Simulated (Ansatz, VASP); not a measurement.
## One calculation of Ir, two programs

```
Ir
1.0
     0.00000    1.91560    1.91560
     1.91560    0.00000    1.91560
     1.91560    1.91560    0.00000
Ir
1
Direct
  0.00000 0.00000 0.00000
```

Alike in both runs: functional PBEsol; dispersion D3(BJ); k mesh 12 × 12 × 12; occupations fermi-dirac, width 0.01 eV; non-collinear spin, spin-orbit coupling.

|  | VASP | Ansatz |
| --- | --- | --- |
| version | VASP 6.6.1 | Ansatz 0.2.0 |
| potentials or method | VASP PAW PBE potentials, release 64 (Ir) | Ansatz PAW |
| plane-wave cutoff (eV) | 520 | 420 |
| valence electrons in the cell | 9 | 17 |
| task | single point | electrostatic potential |

|  | VASP | Ansatz | Ansatz less VASP |
| --- | --- | --- | --- |
| pressure (GPa) | -7.0 | -8.4 | -1.37 |
| net moment per atom (μB) | 0.00 | 0.00 | 0.000 |

VASP's potentials were made for PBE, not for PBEsol. VASP's potentials hold 9 valence electrons a cell and Ansatz's 17, so a difference there can come from the potentials and not from the codes.
